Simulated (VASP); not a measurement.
# AlCu (Pm-3m) in VASP: single point with PBEsol

Aim: the single point of AlCu with PBEsol.

Program: VASP 6.6.1. These are calculated values, not measurements. Logs are shortened: lines on timing, memory, paths and dates and some standing lists are left out, and cuts for length are marked.

### 1 The cell of the first run

It takes space group Pm-3m (No. 221, cubic). Conventional cell: a = 2.998 Å, b = 2.998 Å, c = 2.998 Å, α = 90.00°, β = 90.00°, γ = 90.00°. Within 3.4 Å of Al (site symmetry m-3m) lie 8 Cu at 2.60 Å and 6 Al at 3.00 Å. Within 3.4 Å of Cu (site symmetry m-3m) lie 8 Al at 2.60 Å and 6 Cu at 3.00 Å.

### 2 Single point, PBEsol

Contents of INCAR:

```
PREC = Accurate
ENCUT = 520
EDIFF = 1E-6
ISMEAR = 0
SIGMA = 0.15
LREAL = F
LASPH = T
NELM = 100
ALGO = Fast
ISIF = 2
LWAVE = F
LCHARG = F
GGA = PS
NBANDS = 14
```

Contents of KPOINTS:

```
regular mesh
0
Gamma
  16 16 16
```

Contents of POSCAR:

```
AlCu
1.0
    2.9975090000      0.0000000000      0.0000000000
    0.0000000000      2.9975090000      0.0000000000
    0.0000000000      0.0000000000      2.9975090000
Al Cu
1 1
Direct
    0.0000000000      0.0000000000      0.0000000000
    0.5000000000      0.5000000000      0.5000000000
```

Potentials or basis: VASP PAW PBE potentials, release 64 (Al, Cu).

Launch:

```bash
$ cat potpaw_PBE.64/Al/POTCAR potpaw_PBE.64/Cu/POTCAR > POTCAR
$ mpirun -np 1 vasp_std > vasp.out
```

OUTCAR:

```text
PREC = Accurate
   ENCUT = 520
   EDIFF = 1E-6
   ISMEAR = 0
   LREAL = F
   LASPH = T
   NELM = 100
   ISIF = 2
   GGA = PS

 ion  position               nearest neighbor table
   1  0.000  0.000  0.000-   2 2.60   2 2.60   2 2.60   2 2.60   2 2.60   2 2.60   2 2.60   2 2.60

   2  0.500  0.500  0.500-   1 2.60   1 2.60   1 2.60   1 2.60   1 2.60   1 2.60   1 2.60   1 2.60

  LATTYP: Found a simple cubic cell.
 ALAT       =     2.9975090000

  Lattice vectors:

 A1 = (   2.9975090000,   0.0000000000,   0.0000000000)
 A2 = (   0.0000000000,   2.9975090000,   0.0000000000)
 A3 = (   0.0000000000,   0.0000000000,   2.9975090000)

Analysis of symmetry for initial positions (statically):
=====================================================================
 Subroutine PRICEL returns:
 Original cell was already a primitive cell.

 Routine SETGRP: Setting up the symmetry group for a
 simple cubic supercell.

 Subroutine GETGRP returns: Found 48 space group operations
 (whereof 48 operations were pure point group operations)
 out of a pool of 48 trial point group operations.

The static configuration has the point symmetry O_h .

Analysis of symmetry for dynamics (positions and initial velocities):
=====================================================================
 Subroutine PRICEL returns:
 Original cell was already a primitive cell.

 Routine SETGRP: Setting up the symmetry group for a
 simple cubic supercell.

 Subroutine GETGRP returns: Found 48 space group operations
 (whereof 48 operations were pure point group operations)
 out of a pool of 48 trial point group operations.

The dynamic configuration has the point symmetry O_h .

 Subroutine INISYM returns: Found 48 space group operations
 (whereof 48 operations are pure point group operations),
 and found     1 'primitive' translations

----------------------------------------------------------------------------------------

                                     Primitive cell

  volume of cell :      26.9328

  direct lattice vectors                    reciprocal lattice vectors
     2.997509000  0.000000000  0.000000000     0.333610341  0.000000000  0.000000000
     0.000000000  2.997509000  0.000000000     0.000000000  0.333610341  0.000000000
     0.000000000  0.000000000  2.997509000     0.000000000  0.000000000  0.333610341

  length of vectors
     2.997509000  2.997509000  2.997509000     0.333610341  0.333610341  0.333610341

  position of ions in fractional coordinates (direct lattice)
     0.000000000  0.000000000  0.000000000
     0.500000000  0.500000000  0.500000000

  ion indices of the primitive-cell ions
   primitive index   ion index
                 1           1
                 2           2

----------------------------------------------------------------------------------------

 KPOINTS: regular mesh

Automatic generation of k-mesh.
 Grid dimensions read from file:
 generate k-points for:   16   16   16

 Generating k-lattice:

  Cartesian coordinates                     Fractional coordinates (reciprocal lattice)
     0.020850646  0.000000000  0.000000000     0.062500000  0.000000000  0.000000000
     0.000000000  0.020850646  0.000000000     0.000000000  0.062500000  0.000000000
     0.000000000  0.000000000  0.020850646     0.000000000  0.000000000  0.062500000

  Length of vectors
     0.020850646  0.020850646  0.020850646

  Shift w.r.t. Gamma in fractional coordinates (k-lattice)
     0.000000000  0.000000000  0.000000000

 Subroutine IBZKPT returns following result:
 ===========================================

 Found    165 irreducible k-points:

 Following reciprocal coordinates:
            Coordinates               Weight
  0.000000  0.000000  0.000000      1.000000
  0.062500  0.000000  0.000000      6.000000
  0.125000  0.000000  0.000000      6.000000
  0.187500  0.000000  0.000000      6.000000
  0.250000  0.000000  0.000000      6.000000
  0.312500  0.000000  0.000000      6.000000
[... 16 lines left out ...]
  0.437500  0.125000  0.000000     24.000000
  0.500000  0.125000  0.000000     12.000000
 [... further k-points ...]
   k-points           NKPTS =    165   k-points in BZ     NKDIM =    165   number of bands    NBANDS=     14
   number of dos      NEDOS =    301   number of ions     NIONS =      2
   total plane-waves  NPLWV =  13824
   dimension x,y,z NGX =    24 NGY =   24 NGZ =   24
   dimension x,y,z NGXF=    48 NGYF=   48 NGZF=   48
   ions per type =               1   1
   NGX,Y,Z   is equivalent  to a cutoff of  13.31, 13.31, 13.31 a.u.
   NGXF,Y,Z  is equivalent  to a cutoff of  26.62, 26.62, 26.62 a.u.
 SYSTEM =  unknown system
   PREC   = accura    normal or accurate (medium, high low for compatibility)
   ISTART =      0    job   : 0-new  1-cont  2-samecut
   ICHARG =      2    charge: 1-file 2-atom 10-const
   ISPIN  =      1    spin polarized calculation?
   LNONCOLLINEAR =      F non collinear calculations
   LSORBIT =      F    spin-orbit coupling
   LASPH  =      T    aspherical Exc in radial PAW
   ENCUT  =  520.0 eV  38.22 Ry    6.18 a.u.   5.57  5.57  5.57*2*pi/ulx,y,z
   NELM   =    100;   NELMIN=  2; NELMDL= -5     # of ELM steps
   EDIFF  = 0.1E-05   stopping-criterion for ELM
   LREAL  =      F    real-space projection
   EDIFFG = 0.1E-04   stopping-criterion for IOM
   NSW    =      0    number of steps for IOM
   IBRION =     -1    ionic relax: 0-MD 1-quasi-New 2-CG
   NFREE  =      0    steps in history (QN), initial steepest desc. (CG)
   ISIF   =      2    stress and relaxation
   ISYM   =      2    0-nonsym 1-usesym 2-fastsym
   POTIM  = 0.5000    time-step for ionic-motion
   TEBEG  =    0.0;   TEEND  =   0.0 temperature during run
   PSTRESS=    0.0 pullay stress
   NELECT =      14.0000    total number of electrons
   NUPDOWN=      -1.0000    fix difference up-down
   EMIN   =  10.00;   EMAX   =-10.00  energy-range for DOS
   EFERMI =   0.00;   METHOD = LEGACY
   ISMEAR =     0;   SIGMA  =   0.15  broadening in eV -4-tet -1-fermi 0-gaus
   EFERMI_NEDOS =   21; number of points for ismear=-14 and -15
   IALGO  =     68    algorithm
   IMIX   =      4    mixing-type and parameters
     AMIX     =   0.40;   BMIX     =  1.00
     AMIX_MAG =   1.60;   BMIX_MAG =  1.00
  volume/ion in A,a.u.               =      13.47        90.88
  Fermi-wavevector in a.u.,A,eV,Ry     =   1.316306  2.487459 23.574307  1.732663
  Thomas-Fermi vector in A             =   2.446428
   LORBIT       =      0    0 simple, 1 ext, 2 COOP (PROOUT), +10 PAW based schemes
   GGA     = PS    functional components
   LHFCALC =     F    Hartree Fock is set to
   AEXX    =    0.0000 exact exchange contribution
   IVDW    =     0    specifies the selected vdW correction
   LEPSILON=     F    determine dielectric tensor
   LRPA    =     F    only Hartree local field effects (RPA)
 non-spin polarized calculation
 RMM-DIIS sequential band-by-band and
 Gauss-broadening in eV      SIGMA  =   0.15
  energy-cutoff  :      520.00
  volume of cell :       26.93
 maximum number of plane-waves:       743
 NGX is ok and might be reduce to    24
   NGX = 11   NGY = 11   NGZ = 11

 number of electron      14.0000020 magnetization

 Free energy of the ion-electron system (eV)
  ---------------------------------------------------
  ext. energy  EPLUGINS =         0.00000000
  ---------------------------------------------------
  free energy    TOTEN  =        -8.70312576 eV

  energy without entropy =       -8.69641831  energy(sigma->0) =       -8.69977203

 E-fermi :   8.9602     XC(G=0): -11.6091

 val. band max:        8.9489504438   @ k =   0.3750   0.3750   0.1875
 cond. band min:       8.9639175901   @ k =   0.3125   0.3125   0.0000
 fundamental gap:      0.0149671462
 Fermi energy:         8.9601642919

 k-point     1 :       0.0000    0.0000    0.0000
  band No.  band energies     occupation
      1      -2.5162      2.00000
      2       4.0813      2.00000
      3       4.0813      2.00000
      4       5.0904      2.00000
      5       5.0904      2.00000
      6       5.0904      2.00000
      7      12.7898      0.00000
      8      12.7898      0.00000
      9      12.7898      0.00000
     10      15.2775      0.00000
     11      15.2775      0.00000
     12      18.9522      0.00000
     13      27.3219      0.00000
     14      27.3219      0.00000

 k-point     2 :       0.0625    0.0000    0.0000
  band No.  band energies     occupation
      1      -2.4501      2.00000
      2       4.0846      2.00000
      3       4.0911      2.00000
      4       5.0720      2.00000
      5       5.0720      2.00000
      6       5.0924      2.00000
      7      11.9739      0.00000
      8      12.8697      0.00000
      9      12.8697      0.00000
     10      15.3009      0.00000
     11      15.9689      0.00000
     12      19.2353      0.00000
     13      26.4364      0.00000
     14      26.4366      0.00000

 k-point     3 :       0.1250    0.0000    0.0000
  band No.  band energies     occupation
      1      -2.2525      2.00000
      2       4.0875      2.00000
      3       4.1192      2.00000
      4       5.0206      2.00000
      5       5.0206      2.00000
      6       5.0980      2.00000
      7      10.5579      0.00000
      8      13.1058      0.00000
      9      13.1058      0.00000
     10      15.3706      0.00000
     11      16.9176      0.00000
     12      20.1820      0.00000
     13      24.9626      0.00000
     14      24.9626      0.00000

 k-point     4 :       0.1875    0.0000    0.0000
  band No.  band energies     occupation
      1      -1.9251      2.00000
      2       4.0656      2.00000
      3       4.1615      2.00000
      4       4.9461      2.00000
      5       4.9461      2.00000
      6       5.1066      2.00000
      7       9.1304      0.10842
      8      13.4890      0.00000
      9      13.4890      0.00000
     10      15.4840      0.00000
     11      17.5833      0.00000
     12      21.7521      0.00000
     13      23.4714      0.00000
     14      23.4714      0.00000

 k-point     5 :       0.2500    0.0000    0.0000
  band No.  band energies     occupation
      1      -1.4711      2.00000
      2       3.9652      2.00000
      3       4.2120      2.00000
      4       4.8618      2.00000
      5       4.8618      2.00000
      6       5.1166      2.00000
      7       7.8463      2.00000
      8      14.0070      0.00000
      9      14.0070      0.00000
     10      15.6351      0.00000
     11      18.1206      0.00000
[... 276 lines left out ...]
 k-point    22 :       0.3750    0.1250    0.0000
  band No.  band energies     occupation
      1       0.0335      2.00000
      2       3.2505      2.00000
      3       4.3418      2.00000
      4       4.7010      2.00000
      5       4.7292      2.00000
      6       5.0752      2.00000
      7       6.2876      2.00000
      8      12.8926      0.00000
      9      15.6838      0.00000
     10      16.2586      0.00000
     11      18.2598      0.00000
     12      19.6787      0.00000
     13      20.9852      0.00000
     14      22.9034      0.00000

 k-point    23 :       0.4375    0.1250    0.0000
  band No.  band energies     occupation
      1       0.8075      2.00000
      2       2.5041      2.00000
      3       4.3793      2.00000
      4       4.6806      2.00000
      5       4.6871      2.00000
      6       5.0817      2.00000
      7       5.9290      2.00000
      8      13.6304      0.00000
      9      15.4833      0.00000
     10      16.5312      0.00000
     11      18.2389      0.00000
     12      18.5405      0.00000
     13      21.3694      0.00000
     14      22.4224      0.00000

 k-point    24 :       0.5000    0.1250    0.0000
  band No.  band energies     occupation
      1       1.5829      2.00000
      2       1.7206      2.00000
      3       4.3935      2.00000
      4       4.6717      2.00000
      5       4.6725      2.00000
      6       5.0840      2.00000
      7       5.8277      2.00000
      8      14.2166      0.00000
      9      14.8522      0.00000
     10      17.3769      0.00000
     11      17.5982      0.00000
     12      18.2855      0.00000
     13      21.4539      0.00000
     14      22.3680      0.00000

 [... further k-points ...]

------------------------ aborting loop because EDIFF is reached ----------------------------------------

  FORCE on cell =-STRESS in cart. coord.  units (eV):
  Direction    XX          YY          ZZ          XY          YZ          ZX
  --------------------------------------------------------------------------------------
  -------------------------------------------------------------------------------------
  Total       -0.7565160     -0.7565160     -0.7565160      0.0000000      0.0000000      0.0000000
  in kB      -45.0035947    -45.0035947    -45.0035947      0.0000000      0.0000000      0.0000000
  external PRESSURE =     -45.0035947 kB  Pullay stress =       0.0000000 kB

 VOLUME and BASIS-vectors are now :
 -----------------------------------------------------------------------------
  energy-cutoff  :      520.00
  volume of cell :       26.93
      direct lattice vectors                 reciprocal lattice vectors
     2.997509000  0.000000000  0.000000000     0.333610341  0.000000000  0.000000000
     0.000000000  2.997509000  0.000000000     0.000000000  0.333610341  0.000000000
     0.000000000  0.000000000  2.997509000     0.000000000  0.000000000  0.333610341

 POSITION                                       TOTAL-FORCE (eV/Angst)
 -----------------------------------------------------------------------------------
      0.00000      0.00000      0.00000         0.000000      0.000000      0.000000
      1.49875      1.49875      1.49875         0.000000      0.000000      0.000000
 -----------------------------------------------------------------------------------
    total drift:                                0.000000      0.000000     -0.000000

  FREE ENERGIE OF THE ION-ELECTRON SYSTEM (eV)
  ---------------------------------------------------
  free  energy   TOTEN  =        -8.7031257579 eV

  energy  without entropy=       -8.6964183095  energy(sigma->0) =       -8.69977203
```

It took 87 s on 1 thread of AMD EPYC 7R43 (Zen 3), shared host; peak memory 0.14 GiB.

What came out:

| Quantity | Value |
| --- | --- |
| Free energy | -8.7031 eV |
| Pressure | -4.5 GPa |
| Band gap on the k mesh | zero (bands 7 and 8 overlap by 4.67 eV) |

Caveat: the cell stands under tension; the PAW data sets were made with another functional, which shifts forces and pressure a little.
